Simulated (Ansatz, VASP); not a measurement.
# SiB3W in VASP and in Ansatz

```xyz
5
Lattice="4.3129 0.0000 0.0000 -2.1564 3.7351 0.0000 0.0000 0.0000 4.7875" Properties=species:S:1:pos:R:3 pbc="T T T"
Si    0.0000    0.0000    0.0000
B     2.1564    0.0000    2.3937
B    -1.0782    1.8675    2.3937
B     1.0782    1.8675    2.3937
W     0.0000    0.0000    2.3937
```

Alike in both runs: functional PBE; k mesh 6 × 6 × 4; occupations gaussian, width 0.1 eV; no spin polarisation.

Ansatz relaxed the structure, and its values are those at the end. VASP's run is a single point on that final structure, the one shown.

|  | VASP | Ansatz |
| --- | --- | --- |
| version | VASP 6.6.1 | Ansatz 0.2.0 |
| potentials or method | VASP PAW PBE potentials, release 64 (Si, B, W_sv), cutoff 520 eV | scalar-relativistic, plane waves, PAW |
| valence electrons in the cell | 27 | 27 |

|  | VASP | Ansatz | Ansatz less VASP |
| --- | --- | --- | --- |
| gap on the k mesh at the Fermi level (eV) | none | none | - |
| pressure (GPa) | 0.0 | 0.0 | -0.07 |

A gap of «none» marks a metal or a gap that the smearing closes. With one functional, cell and mesh, what is left measures potentials, basis and numerics.

Spin-orbit coupling is off throughout.
